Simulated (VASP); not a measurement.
# ScB2Sb3 (P4mm) in VASP: a series of runs

The runs below take ScB2Sb3 through relaxation of cell and atoms, single point, with PBE.

All numbers are computed with VASP 6.6.1; they aren't measurements. Logs are shortened: lines on timing, memory, paths and dates and some standing lists are left out, and cuts for length are marked.

## 1. The cell of the first run

It takes space group P4mm (No. 99, tetragonal). Conventional cell: a = 3.381 Å, b = 3.381 Å, c = 10.249 Å, α = 90.00°, β = 90.00°, γ = 90.00°. Within 3.6 Å of Sc (site symmetry 4mm) lie 5 Sb at 2.71 to 3.05 Å and 4 B at 2.89 Å and 4 Sc at 3.38 Å. Within 3.6 Å of B (site symmetry 4mm) lie 5 Sb at 2.63 to 3.52 Å and 4 Sc at 2.89 Å and 4 B at 3.38 Å. Within 3.0 Å of B (site symmetry 4mm) lie 5 Sb at 2.29 to 2.43 Å. Within 3.2 Å of Sb (site symmetry 4mm) lie 4 B at 2.43 Å and 1 Sb at 2.89 Å. Sb (site symmetry 4mm) has 5 Sb at 2.89 to 3.38 Å and 4 Sc at 3.05 Å and 1 B at 3.52 Å within 3.8 Å. Within 3.0 Å of Sb (site symmetry 4mm) lie 5 B at 2.29 to 2.63 Å and 1 Sc at 2.71 Å.

The cell was generated, and may not be a known phase.

## 2. Relaxation of cell and atoms, PBE

INCAR

```
SYSTEM = ScB2Sb3
ALGO = Normal
EDIFF = 1E-6
EDIFFG = -0.01
ENCUT = 600
GGA = PE
IBRION = 2
ISIF = 3
ISMEAR = 0
LASPH = .True.
LCHARG = .False.
LREAL = .False.
LWAVE = .False.
NELM = 80
NSW = 100
PREC = Accurate
SIGMA = 0.1
```

KPOINTS

```
k-points
0
Gamma
  12 12 4
  0 0 0
```

POSCAR

```
ScB2Sb3
1.0
    3.3809127423      0.0000000000      0.0000000000
    0.0000000000      3.3809127423      0.0000000000
    0.0000000000      0.0000000000     10.2493851557
Sc B Sb
1 2 3
Direct
    0.5000000000      0.5000000000      0.1262651474
    0.0000000000      0.0000000000      0.9679952406
    0.5000000000      0.5000000000      0.6386296066
    0.0000000000      0.0000000000      0.5936840656
    0.0000000000      0.0000000000      0.3114270889
    0.5000000000      0.5000000000      0.8619978109
```

Potentials or basis: VASP PAW PBE potentials, release 64 (Sc_sv, B, Sb).

The run is started by

```
$ cat potpaw_PBE.64/Sc_sv/POTCAR potpaw_PBE.64/B/POTCAR potpaw_PBE.64/Sb/POTCAR > POTCAR
$ mpirun -np 1 vasp_std > vasp.out
```

OUTCAR:

```text
SYSTEM = ScB2Sb3
   EDIFF = 1E-6
   EDIFFG = -0.01
   ENCUT = 600
   GGA = PE
   IBRION = 2
   ISIF = 3
   ISMEAR = 0
   LASPH = .True.
   LREAL = .False.
   NELM = 80
   NSW = 100
   PREC = Accurate

 ion  position               nearest neighbor table
   1  0.500  0.500  0.126-   6 2.71   5 3.05   5 3.05   5 3.05   5 3.05
   2  0.000  0.000  0.968-   6 2.63   6 2.63   6 2.63   6 2.63
   3  0.500  0.500  0.639-   6 2.29   4 2.43   4 2.43   4 2.43   4 2.43
   4  0.000  0.000  0.594-   3 2.43   3 2.43   3 2.43   3 2.43   5 2.89   6 3.64   6 3.64   6 3.64
                             6 3.64
   5  0.000  0.000  0.311-   4 2.89   1 3.05   1 3.05   1 3.05   1 3.05
   6  0.500  0.500  0.862-   3 2.29   2 2.63   2 2.63   2 2.63   2 2.63   1 2.71   4 3.64   4 3.64
                             4 3.64   4 3.64

  LATTYP: Found a simple tetragonal cell.
 ALAT       =     3.3809127423
 C/A-ratio  =     3.0315438276

  Lattice vectors:

 A1 = (   3.3809127423,   0.0000000000,   0.0000000000)
 A2 = (   0.0000000000,   3.3809127423,   0.0000000000)
 A3 = (   0.0000000000,   0.0000000000,  10.2493851557)

Analysis of symmetry for initial positions (statically):
=====================================================================
 Subroutine PRICEL returns:
 Original cell was already a primitive cell.

 Routine SETGRP: Setting up the symmetry group for a
 simple tetragonal supercell.

 Subroutine GETGRP returns: Found  8 space group operations
 (whereof  8 operations were pure point group operations)
 out of a pool of 16 trial point group operations.

The static configuration has the point symmetry C_4v.

Analysis of symmetry for dynamics (positions and initial velocities):
=====================================================================
 Subroutine PRICEL returns:
 Original cell was already a primitive cell.

 Routine SETGRP: Setting up the symmetry group for a
 simple tetragonal supercell.

 Subroutine GETGRP returns: Found  8 space group operations
 (whereof  8 operations were pure point group operations)
 out of a pool of 16 trial point group operations.

The dynamic configuration has the point symmetry C_4v.

 Subroutine INISYM returns: Found  8 space group operations
 (whereof  8 operations are pure point group operations),
 and found     1 'primitive' translations

----------------------------------------------------------------------------------------

                                     Primitive cell

  volume of cell :     117.1563

[... 113 lines left out ...]
   IALGO  =     38    algorithm
   IMIX   =      4    mixing-type and parameters
     AMIX     =   0.40;   BMIX     =  1.00
     AMIX_MAG =   1.60;   BMIX_MAG =  1.00
  volume/ion in A,a.u.               =      19.53       131.77
  Fermi-wavevector in a.u.,A,eV,Ry     =   1.062192  2.007251 15.350790  1.128251
  Thomas-Fermi vector in A             =   2.197634
   LORBIT       =      0    0 simple, 1 ext, 2 COOP (PROOUT), +10 PAW based schemes
   GGA     = PE    functional components
   LHFCALC =     F    Hartree Fock is set to
   AEXX    =    0.0000 exact exchange contribution
   IVDW    =     0    specifies the selected vdW correction
   LEPSILON=     F    determine dielectric tensor
   LRPA    =     F    only Hartree local field effects (RPA)
 conjugate gradient relaxation of ions
 non-spin polarized calculation
 Gauss-broadening in eV      SIGMA  =   0.10
  energy-cutoff  :      600.00
  volume of cell :      117.16
 maximum number of plane-waves:      3953
 NGX is ok and might be reduce to    28
   NGX = 13   NGY = 13   NGZ = 41

--------------------------------------- Ionic step        1  -------------------------------------------

 number of electron      31.9999999 magnetization

 Free energy of the ion-electron system (eV)
  ---------------------------------------------------
  ext. energy  EPLUGINS =         0.00000000
  ---------------------------------------------------
  free energy    TOTEN  =       -29.04669753 eV

  energy without entropy =      -29.03508275  energy(sigma->0) =      -29.04089014

------------------------ aborting loop because EDIFF is reached ----------------------------------------

  FORCE on cell =-STRESS in cart. coord.  units (eV):
  Direction    XX          YY          ZZ          XY          YZ          ZX
  --------------------------------------------------------------------------------------
  -------------------------------------------------------------------------------------
  Total       -0.2915839     -0.2915839      1.1397946      0.0000000      0.0000000      0.0000000
  in kB       -3.9875704     -3.9875704     15.5873202      0.0000000      0.0000000      0.0000000
  external PRESSURE =       2.5373931 kB  Pullay stress =       0.0000000 kB
[... 101 lines left out ...]
  FREE ENERGIE OF THE ION-ELECTRON SYSTEM (eV)
  ---------------------------------------------------
  free  energy   TOTEN  =       -29.0529158796 eV

  energy  without entropy=      -29.0408757748  energy(sigma->0) =      -29.04689583

[... ionic steps 4 to 9 ...]

--------------------------------------- Ionic step       10  -------------------------------------------

 number of electron      32.0000001 magnetization

------------------------ aborting loop because EDIFF is reached ----------------------------------------
[... 75 lines left out ...]
--------------------------------------- Ionic step       12  -------------------------------------------

 number of electron      32.0000001 magnetization

 Free energy of the ion-electron system (eV)
  ---------------------------------------------------
  ext. energy  EPLUGINS =         0.00000000
  ---------------------------------------------------
  free energy    TOTEN  =       -29.05596294 eV

  energy without entropy =      -29.04425070  energy(sigma->0) =      -29.05010682

 E-fermi :   7.5450     XC(G=0): -10.3957

 val. band max:        7.5412368164   @ k =   0.4167   0.1667   0.5000
 cond. band min:       7.5561296781   @ k =   0.3333   0.2500   0.2500
 fundamental gap:      0.0148928616
 Fermi energy:         7.5450472191

 k-point     1 :       0.0000    0.0000    0.0000
  band No.  band energies     occupation
      1     -42.1524      2.00000
      2     -20.8697      2.00000
      3     -20.7051      2.00000
      4     -20.7051      2.00000
      5      -5.9002      2.00000
      6      -4.2753      2.00000
[... 541 lines left out ...]
     19       8.6020      0.00000
     20       8.9620      0.00000

 [... further k-points ...]
[... 5 lines left out ...]
  --------------------------------------------------------------------------------------
  -------------------------------------------------------------------------------------
  Total       -0.0134159     -0.0134159     -0.0160440      0.0000000      0.0000000     -0.0000000
  in kB       -0.1827174     -0.1827174     -0.2185109      0.0000000      0.0000000     -0.0000000
  external PRESSURE =      -0.1946486 kB  Pullay stress =       0.0000000 kB
[... 21 lines left out ...]
  FREE ENERGIE OF THE ION-ELECTRON SYSTEM (eV)
  ---------------------------------------------------
  free  energy   TOTEN  =       -29.0559629365 eV

  energy  without entropy=      -29.0442506984  energy(sigma->0) =      -29.05010682

 reached required accuracy - stopping structural energy minimisation
```

CONTCAR:

```text
ScB2Sb3
   1.00000000000000
     3.3695324575900396    0.0000000000000000   -0.0000000000000000
     0.0000000000000000    3.3695324575900396    0.0000000000000000
     0.0000000000000000    0.0000000000000000   10.3612180359559023
  Sc              B               Sb
     1     2     3
Direct
     0.5000000000000000    0.5000000000000000    0.1239855680866841
     0.0000000000000000    0.0000000000000000    0.9705734817790230
     0.5000000000000000    0.5000000000000000    0.6400716045107835
     0.0000000000000000    0.0000000000000000    0.5924719618622362
     0.0000000000000000    0.0000000000000000    0.3105957035435927
     0.5000000000000000    0.5000000000000000    0.8623006402176726

  0.00000000E+00  0.00000000E+00  0.00000000E+00
  0.00000000E+00  0.00000000E+00  0.00000000E+00
  0.00000000E+00  0.00000000E+00  0.00000000E+00
  0.00000000E+00  0.00000000E+00  0.00000000E+00
  0.00000000E+00  0.00000000E+00  0.00000000E+00
  0.00000000E+00  0.00000000E+00  0.00000000E+00
```

Run time: 8.5 min. Hardware: 1 thread of Intel Xeon 6975P-C (Granite Rapids), shared host; peak memory 0.45 GiB.

What came out:

```
Free energy                           : -29.0560 eV
Relaxed volume                        : 19.61 Å³/atom
Relaxed cell                          : a = 3.370 Å, b = 3.370 Å, c = 10.361 Å, α = 90.00°, β = 90.00°, γ = 90.00°
Space group after relaxing (to 0.1 Å) : P4mm (No. 99)
Energy gained by relaxing             : 1.5 meV/atom
Ionic steps                           : 12
Pressure after relaxing               : 0.0 GPa
Largest force after relaxing          : 0.008 eV/Å
Band gap on the k mesh                : zero (bands 16 and 17 overlap by 2.78 eV)
```

Forces on the atoms (eV/Å):
```
Sc   0.000  0.000  0.008
B    0.000  0.000  0.008
B    0.000  0.000 -0.001
Sb   0.000  0.000 -0.007
Sb   0.000  0.000  0.000
Sb   0.000  0.000 -0.008
```

The path:
```
step  energy change (eV)  largest force (eV/Å)  pressure (GPa)  volume (Å³)
   1              0.0000                0.0765            0.25       117.16
   2             -0.0062                0.1175           -0.14       117.68
   3             -0.0062                0.1174           -0.14       117.68
   4             -0.0077                0.0723            0.02       117.46
   5             -0.0082                0.0506            0.18       117.26
   6             -0.0088                0.0411           -0.03       117.60
   7             -0.0088                0.0440           -0.07       117.68
   8             -0.0091                0.0239           -0.03       117.63
   9             -0.0092                0.0229            0.01       117.58
  10             -0.0092                0.0134            0.01       117.60
  11             -0.0092                0.0138            0.01       117.60
  12             -0.0093                0.0084           -0.02       117.64
```

Final structure:
```
Sc B Sb
1.0
     3.36953    0.00000    0.00000
     0.00000    3.36953    0.00000
     0.00000    0.00000   10.36122
Sc B Sb
1 2 3
Direct
  0.50000 0.50000 0.12399
  0.00000 0.00000 0.97057
  0.50000 0.50000 0.64007
  0.00000 0.00000 0.59247
  0.00000 0.00000 0.31060
  0.50000 0.50000 0.86230
```

Caveat: spin-orbit coupling is left out, which moves the levels of the heavy elements.

## 3. Single point, PBE

INCAR

```
SYSTEM = ScB2Sb3
  PREC = Accurate
  ENCUT = 520
  EDIFF = 1E-7
  ISMEAR = 0
  SIGMA = 0.1
  LREAL = .FALSE.
  LASPH = .TRUE.
  NELM = 100
  ALGO = Fast
  ISIF = 2
  LWAVE = .FALSE.
  LCHARG = .TRUE.
  GGA = PE
  LELF = .TRUE.
  LVHAR = .TRUE.
  NBANDS = 25
```

KPOINTS

```
Automatic mesh
0
G
  6 6 2
  0 0 0
```

POSCAR, as its differences from that of step 2:

```diff
@@ -9,3 +9,3 @@
     0.5000000000      0.5000000000      0.1262651474
-    0.0000000000      0.0000000000      0.9679952406
+    0.0000000000      0.0000000000     -0.0320047594
     0.5000000000      0.5000000000      0.6386296066
```

Potentials or basis: VASP PAW PBE potentials, release 64 (Sc_sv, B, Sb).

The run is started by

```
$ cat potpaw_PBE.64/Sc_sv/POTCAR potpaw_PBE.64/B/POTCAR potpaw_PBE.64/Sb/POTCAR > POTCAR
$ mpirun -np 1 vasp_std > vasp.out
```

Wall time 2 min (1 thread of Oxide Virtual Turin-like, shared host); peak memory 0.24 GiB.

The run converged. Its results:

| Property | Result |
| --- | --- |
| Free energy | -28.9754 eV |
| Pressure | 0.1 GPa |
| Largest force | 0.032 eV/Å |
| Band gap on the k mesh | zero (bands 16 and 17 overlap by 2.73 eV) |

Forces on the atoms (eV/Å):
```
Sc   0.000  0.000 -0.027
B    0.000  0.000  0.001
B    0.000  0.000 -0.023
Sb   0.000  0.000  0.020
Sb   0.000  0.000 -0.003
Sb   0.000  0.000  0.032
```

Stress tensor (GPa, compression positive):
```
0.13 0.00 0.00
0.00 0.13 0.00
0.00 0.00 0.03
```

Levels at points of the mesh, in eV from the Fermi level:
```tsv
k point	band 12	band 13	band 14	band 15	band 16	band 17	band 18	band 19	band 20	band 21
(0.00, 0.00, 0.00)	-0.67	-0.55	-0.55	-0.08	0.24	0.38	1.23	1.23	1.40	2.78
(0.50, 0.00, 0.00)	-3.28	-2.42	-0.45	0.57	0.90	1.27	1.84	1.90	2.56	2.86
(0.50, 0.50, 0.00)	-4.57	-4.57	-3.33	-3.33	-1.88	-1.59	-0.52	0.79	0.79	1.70
(0.00, 0.00, 0.50)	-1.75	-0.49	-0.49	-0.08	0.30	1.06	1.11	1.11	2.52	2.78
(0.50, 0.00, 0.50)	-3.84	-1.44	-0.16	0.58	0.71	0.90	1.91	2.31	2.37	2.98
(0.50, 0.50, 0.50)	-4.51	-4.51	-3.40	-3.40	-2.62	-1.47	0.77	1.05	1.05	1.22
```

Caveat: spin-orbit coupling is left out, which moves the levels of the heavy elements.

The gap in the log of VASP goes by the Fermi energy; the results here count the filled bands.